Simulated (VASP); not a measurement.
# Ni (Im-3m) in VASP: further runs

The runs below take Ni through single point, with LDA.

Program: VASP 6.6.1. These are calculated values, not measurements. Logs are shortened: lines on timing, memory, paths and dates and some standing lists are left out, and cuts for length are marked.

### 1 The cell of the first run

Symmetry: Im-3m, No. 229, cubic system. Conventional cell: a = 2.652 Å, b = 2.652 Å, c = 2.652 Å, α = 90.00°, β = 90.00°, γ = 90.00°. Within 3.0 Å of Ni (site symmetry m-3m) lie 14 Ni at 2.30 to 2.65 Å.

This isn't the form of Ni at room conditions, which is fcc.

### 2 Single point, LDA, collinear spin, ferromagnetic start

INCAR

```
PREC = Accurate
ENCUT = 600
EDIFF = 1E-6
ISMEAR = -1
SIGMA = 0.15
LREAL = F
LASPH = T
NELM = 200
ALGO = Normal
ISIF = 2
LWAVE = F
LCHARG = F
ISPIN = 2
MAGMOM = 2
LORBIT = 11
LMAXMIX = 4
GGA = CA
NBANDS = 15
GGA_COMPAT = F
```

KPOINTS

```
regular mesh
0
Gamma
  14 14 14
```

POSCAR

```
Ni
1.0
   -1.3259966969      1.3259966969      1.3259966969
    1.3259966969     -1.3259966969      1.3259966969
    1.3259966969      1.3259966969     -1.3259966969
Ni
1
Direct
    0.0000000000      0.0000000000      0.0000000000
```

Potentials or basis: VASP PAW LDA potentials, release 64 (Ni).

Started as:

```bash
$ cat potpaw_LDA.64/Ni/POTCAR > POTCAR
$ mpirun -np 1 vasp_std > vasp.out
```

OUTCAR:

```text
PREC = Accurate
   ENCUT = 600
   EDIFF = 1E-6
   ISMEAR = -1
   LREAL = F
   LASPH = T
   NELM = 200
   ISIF = 2
   ISPIN = 2
   LORBIT = 11
   GGA = CA

 ion  position               nearest neighbor table
   1  0.000  0.000  0.000-

  LATTYP: Found a body centered cubic cell.
 ALAT       =     2.6519933938

  Lattice vectors:

 A1 = (  -1.3259966969,   1.3259966969,   1.3259966969)
 A2 = (   1.3259966969,  -1.3259966969,   1.3259966969)
 A3 = (   1.3259966969,   1.3259966969,  -1.3259966969)

Analysis of symmetry for initial positions (statically):
=====================================================================
 Subroutine PRICEL returns:
 Original cell was already a primitive cell.

 Routine SETGRP: Setting up the symmetry group for a
 body centered cubic supercell.

 Subroutine GETGRP returns: Found 48 space group operations
 (whereof 48 operations were pure point group operations)
 out of a pool of 48 trial point group operations.

The static configuration has the point symmetry O_h .

Analysis of symmetry for dynamics (positions and initial velocities):
=====================================================================
 Subroutine PRICEL returns:
 Original cell was already a primitive cell.

 Routine SETGRP: Setting up the symmetry group for a
 body centered cubic supercell.

 Subroutine GETGRP returns: Found 48 space group operations
 (whereof 48 operations were pure point group operations)
 out of a pool of 48 trial point group operations.

The dynamic configuration has the point symmetry O_h .

Analysis of structural, dynamic, and magnetic symmetry:
=====================================================================
 Subroutine PRICEL returns:
 Original cell was already a primitive cell.

 Routine SETGRP: Setting up the symmetry group for a
 body centered cubic supercell.

 Subroutine GETGRP returns: Found 48 space group operations
 (whereof 48 operations were pure point group operations)
 out of a pool of 48 trial point group operations.

The overall configuration has the point symmetry O_h .

 Subroutine INISYM returns: Found 48 space group operations
 (whereof 48 operations are pure point group operations),
 and found     1 'primitive' translations

----------------------------------------------------------------------------------------

                                     Primitive cell

  volume of cell :       9.3258

  direct lattice vectors                    reciprocal lattice vectors
    -1.325996697  1.325996697  1.325996697     0.000000000  0.377074846  0.377074846
     1.325996697 -1.325996697  1.325996697     0.377074846  0.000000000  0.377074846
     1.325996697  1.325996697 -1.325996697     0.377074846  0.377074846  0.000000000

  length of vectors
     2.296693650  2.296693650  2.296693650     0.533264361  0.533264361  0.533264361

  position of ions in fractional coordinates (direct lattice)
     0.000000000  0.000000000  0.000000000

  ion indices of the primitive-cell ions
   primitive index   ion index
                 1           1

----------------------------------------------------------------------------------------

 KPOINTS: regular mesh

Automatic generation of k-mesh.
 Grid dimensions read from file:
 generate k-points for:   14   14   14

 Generating k-lattice:

  Cartesian coordinates                     Fractional coordinates (reciprocal lattice)
     0.000000000  0.026933918  0.026933918     0.071428571  0.000000000  0.000000000
     0.026933918  0.000000000  0.026933918     0.000000000  0.071428571  0.000000000
     0.026933918  0.026933918  0.000000000     0.000000000  0.000000000  0.071428571

  Length of vectors
     0.038090311  0.038090311  0.038090311

  Shift w.r.t. Gamma in fractional coordinates (k-lattice)
     0.000000000  0.000000000  0.000000000

 Subroutine IBZKPT returns following result:
 ===========================================

 Found    104 irreducible k-points:

 Following reciprocal coordinates:
            Coordinates               Weight
  0.000000  0.000000  0.000000      1.000000
  0.071429  0.000000  0.000000     12.000000
  0.142857  0.000000  0.000000     12.000000
  0.214286  0.000000  0.000000     12.000000
  0.285714  0.000000  0.000000     12.000000
  0.357143  0.000000  0.000000     12.000000
[... 16 lines left out ...]
  0.285714  0.285714  0.000000     24.000000
  0.357143  0.285714  0.000000     24.000000
 [... further k-points ...]
   k-points           NKPTS =    104   k-points in BZ     NKDIM =    104   number of bands    NBANDS=     15
   number of dos      NEDOS =    301   number of ions     NIONS =      1
   total plane-waves  NPLWV =   5832
   dimension x,y,z NGX =    18 NGY =   18 NGZ =   18
   dimension x,y,z NGXF=    36 NGYF=   36 NGZF=   36
   ions per type =               1
   NGX,Y,Z   is equivalent  to a cutoff of  13.03, 13.03, 13.03 a.u.
   NGXF,Y,Z  is equivalent  to a cutoff of  26.06, 26.06, 26.06 a.u.
 SYSTEM =  unknown system
   PREC   = accura    normal or accurate (medium, high low for compatibility)
   ISTART =      0    job   : 0-new  1-cont  2-samecut
   ICHARG =      2    charge: 1-file 2-atom 10-const
   ISPIN  =      2    spin polarized calculation?
   LNONCOLLINEAR =      F non collinear calculations
   LSORBIT =      F    spin-orbit coupling
   LASPH  =      T    aspherical Exc in radial PAW
   ENCUT  =  600.0 eV  44.10 Ry    6.64 a.u.   4.59  4.59  4.59*2*pi/ulx,y,z
   NELM   =    200;   NELMIN=  2; NELMDL= -5     # of ELM steps
   EDIFF  = 0.1E-05   stopping-criterion for ELM
   LREAL  =      F    real-space projection
   EDIFFG = 0.1E-04   stopping-criterion for IOM
   NSW    =      0    number of steps for IOM
   IBRION =     -1    ionic relax: 0-MD 1-quasi-New 2-CG
   NFREE  =      0    steps in history (QN), initial steepest desc. (CG)
   ISIF   =      2    stress and relaxation
   ISYM   =      2    0-nonsym 1-usesym 2-fastsym
   POTIM  = 0.5000    time-step for ionic-motion
   TEBEG  =    0.0;   TEEND  =   0.0 temperature during run
   PSTRESS=    0.0 pullay stress
   NELECT =      10.0000    total number of electrons
   NUPDOWN=      -1.0000    fix difference up-down
   EMIN   =  10.00;   EMAX   =-10.00  energy-range for DOS
   EFERMI =   0.00;   METHOD = LEGACY
   ISMEAR =    -1;   SIGMA  =   0.15  broadening in eV -4-tet -1-fermi 0-gaus
   EFERMI_NEDOS =   21; number of points for ismear=-14 and -15
   IALGO  =     38    algorithm
   IMIX   =      4    mixing-type and parameters
     AMIX     =   0.40;   BMIX     =  1.00
     AMIX_MAG =   1.60;   BMIX_MAG =  1.00
  volume/ion in A,a.u.               =       9.33        62.93
  Fermi-wavevector in a.u.,A,eV,Ry     =   1.675634  3.166488 38.201730  2.807748
  Thomas-Fermi vector in A             =   2.760218
   LORBIT       =     11    0 simple, 1 ext, 2 COOP (PROOUT), +10 PAW based schemes
   GGA     = CA    functional components
   LHFCALC =     F    Hartree Fock is set to
   AEXX    =    0.0000 exact exchange contribution
   IVDW    =     0    specifies the selected vdW correction
   LEPSILON=     F    determine dielectric tensor
   LRPA    =     F    only Hartree local field effects (RPA)
 spin polarized calculation
  energy-cutoff  :      600.00
  volume of cell :        9.33
 maximum number of plane-waves:       325
   NGX =  9   NGY =  9   NGZ =  9

 number of electron      10.0000000 magnetization       2.0000000

 number of electron       9.9999987 magnetization       0.0032257

 number of electron       9.9999987 magnetization      -0.0001850

 Free energy of the ion-electron system (eV)
  ---------------------------------------------------
  ext. energy  EPLUGINS =         0.00000000
  ---------------------------------------------------
  free energy    TOTEN  =        -6.49767831 eV

  energy without entropy =       -6.37131999  energy(sigma->0) =       -6.43449915

 E-fermi :  11.2925     XC(G=0): -14.5490

 val. band max:       11.2895782525   @ k =  -0.2143   0.2857   0.1429
 cond. band min:      11.2960867090   @ k =  -0.2143   0.2143   0.2143
 fundamental gap:      0.0065084566
 Fermi energy:        11.2924712343

 spin component 1

 k-point     1 :       0.0000    0.0000    0.0000
  band No.  band energies     occupation
      1       1.3397      1.00000
      2       8.8709      1.00000
      3       8.8709      1.00000
      4       8.8709      1.00000
      5      10.5641      0.99228
      6      10.5641      0.99228
      7      39.3788      0.00000
      8      39.3788      0.00000
      9      39.3788      0.00000
     10      45.4705      0.00000
     11      45.4705      0.00000
     12      47.8866      0.00000
     13      47.8866      0.00000
     14      47.8866      0.00000
     15      48.0695      0.00000
[... 397 lines left out ...]
 k-point    24 :       0.3571    0.2857    0.0000
  band No.  band energies     occupation
      1       7.2148      1.00000
      2       7.8177      1.00000
      3       8.1968      1.00000
      4      10.6196      0.98886
      5      10.8186      0.95927
      6      17.3839      0.00000
      7      19.4279      0.00000
      8      22.1601      0.00000
      9      32.5288      0.00000
     10      42.4312      0.00000
     11      44.2076      0.00000
     12      52.1340      0.00000
     13      55.3126      0.00000
     14      58.0684      0.00000
     15      60.9047      0.00000

 [... further k-points ...]

 spin component 2

 k-point     1 :       0.0000    0.0000    0.0000
  band No.  band energies     occupation
      1       1.3397      1.00000
      2       8.8707      1.00000
      3       8.8707      1.00000
      4       8.8707      1.00000
      5      10.5639      0.99229
      6      10.5639      0.99229
      7      39.3788      0.00000
      8      39.3788      0.00000
      9      39.3788      0.00000
     10      45.4705      0.00000
     11      45.4705      0.00000
     12      47.8865      0.00000
     13      47.8865      0.00000
     14      47.8865      0.00000
     15      48.0694      0.00000
[... 397 lines left out ...]
 k-point    24 :       0.3571    0.2857    0.0000
  band No.  band energies     occupation
      1       7.2146      1.00000
      2       7.8176      1.00000
      3       8.1966      1.00000
      4      10.6193      0.98888
      5      10.8184      0.95933
      6      17.3838      0.00000
      7      19.4278      0.00000
      8      22.1600      0.00000
      9      32.5287      0.00000
     10      42.4312      0.00000
     11      44.2076      0.00000
     12      52.1339      0.00000
     13      55.3125      0.00000
     14      58.0682      0.00000
     15      60.9046      0.00000

 [... further k-points ...]

------------------------ aborting loop because EDIFF is reached ----------------------------------------

  FORCE on cell =-STRESS in cart. coord.  units (eV):
  Direction    XX          YY          ZZ          XY          YZ          ZX
  --------------------------------------------------------------------------------------
  -------------------------------------------------------------------------------------
  Total        1.3674830      1.3674830      1.3674830      0.0000000     -0.0000000      0.0000000
  in kB      234.9336352    234.9336352    234.9336352      0.0000000     -0.0000000      0.0000000
  external PRESSURE =     234.9336352 kB  Pullay stress =       0.0000000 kB

 VOLUME and BASIS-vectors are now :
 -----------------------------------------------------------------------------
  energy-cutoff  :      600.00
  volume of cell :        9.33
      direct lattice vectors                 reciprocal lattice vectors
    -1.325996697  1.325996697  1.325996697     0.000000000  0.377074846  0.377074846
     1.325996697 -1.325996697  1.325996697     0.377074846  0.000000000  0.377074846
     1.325996697  1.325996697 -1.325996697     0.377074846  0.377074846  0.000000000

 POSITION                                       TOTAL-FORCE (eV/Angst)
 -----------------------------------------------------------------------------------
      0.00000      0.00000      0.00000         0.000000     -0.000000      0.000000
 -----------------------------------------------------------------------------------
    total drift:                                0.000000      0.000000      0.000000

  FREE ENERGIE OF THE ION-ELECTRON SYSTEM (eV)
  ---------------------------------------------------
  free  energy   TOTEN  =        -6.4976783116 eV

  energy  without entropy=       -6.3713199889  energy(sigma->0) =       -6.43449915

 total charge

# of ion       s       p       d       tot
------------------------------------------
    1        0.564   0.641   8.435   9.640

 magnetization (x)

# of ion       s       p       d       tot
------------------------------------------
    1       -0.000   0.000  -0.000  -0.000
```

Wall time 34 s (1 thread of Intel Xeon Platinum 8259CL at 2.50GHz (Skylake/Cascade Lake), shared host); peak memory 0.14 GiB.

Results:

```yaml
Free_energy: -6.4977 eV
Pressure: 23.5 GPa
Band_gap_on_the_k_mesh: zero (filled and empty bands overlap)
Net_moment: 0.00 μB per cell
Valence_electrons_inside_the_program's_atomic_spheres: Ni 9.64
```

Caveat: the cell stands under pressure.

### 3 Single point, LDA, collinear spin, ferromagnetic start

This run uses another cell than the first one, of 9.75 Å³/atom.

INCAR

```
SYSTEM = Ni
  ALGO = Normal
  EDIFF = 1E-6
  ENCUT = 600
  GGA = CA
  GGA_COMPAT = .False.
  ISIF = 2
  ISMEAR = -1
  ISPIN = 2
  LASPH = .True.
  LCHARG = .False.
  LMAXMIX = 4
  LORBIT = 11
  LREAL = .False.
  LWAVE = .False.
  MAGMOM = 2
  NBANDS = 15
  NELM = 200
  PREC = Accurate
  SIGMA = 0.15
```

KPOINTS

```
k-points
0
Gamma
  14 14 14
  0 0 0
```

POSCAR

```
Ni
1.0
   -1.3457906106      1.3457906106      1.3457906106
    1.3457906106     -1.3457906106      1.3457906106
    1.3457906106      1.3457906106     -1.3457906106
Ni
1
Direct
    0.0000000000      0.0000000000      0.0000000000
```

Potentials or basis: VASP PAW LDA potentials, release 64 (Ni).

Started as:

```bash
$ cat potpaw_LDA.64/Ni/POTCAR > POTCAR
$ mpirun -np 1 vasp_std > vasp.out
```

Wall time 49 s (1 thread of Intel Xeon Platinum 8259CL at 2.50GHz (Skylake/Cascade Lake), shared host); peak memory 0.14 GiB.

The run converged. Its results:

```
Free energy                                           : -6.5405 eV
Pressure                                              : 9.3 GPa
Band gap on the k mesh                                : zero (filled and empty bands overlap)
Net moment                                            : 0.00 μB per cell
Valence electrons inside the program's atomic spheres : Ni 9.54
```

Levels at points of the mesh, in eV from the Fermi level:
Spin up:
| k point | band 3 | band 4 | band 5 | band 6 | band 7 | band 8 |
| --- | --- | --- | --- | --- | --- | --- |
| (0.00, 0.00, 0.00) | -2.28 | -2.28 | -0.69 | -0.69 | 27.64 | 27.64 |
| (0.50, 0.00, 0.00) | -0.74 | -0.49 | 0.18 | 0.44 | 7.56 | 20.12 |
| (0.50, 0.50, 0.50) | 0.17 | 0.17 | 0.17 | 10.48 | 10.48 | 10.48 |
Spin down:
```csv
k point,band 1,band 2,band 3,band 4,band 5,band 6,band 7,band 8,band 9,band 10
"(0.00, 0.00, 0.00)",-9.62,-2.28,-2.28,-2.28,-0.69,-0.69,27.64,27.64,27.64,33.37
"(0.50, 0.00, 0.00)",-5.08,-3.39,-0.74,-0.49,0.18,0.44,7.56,20.12,21.66,25.61
"(0.50, 0.50, 0.50)",-4.68,-4.68,0.17,0.17,0.17,10.48,10.48,10.48,17.00,17.00
```

Caveat: the cell stands under pressure.
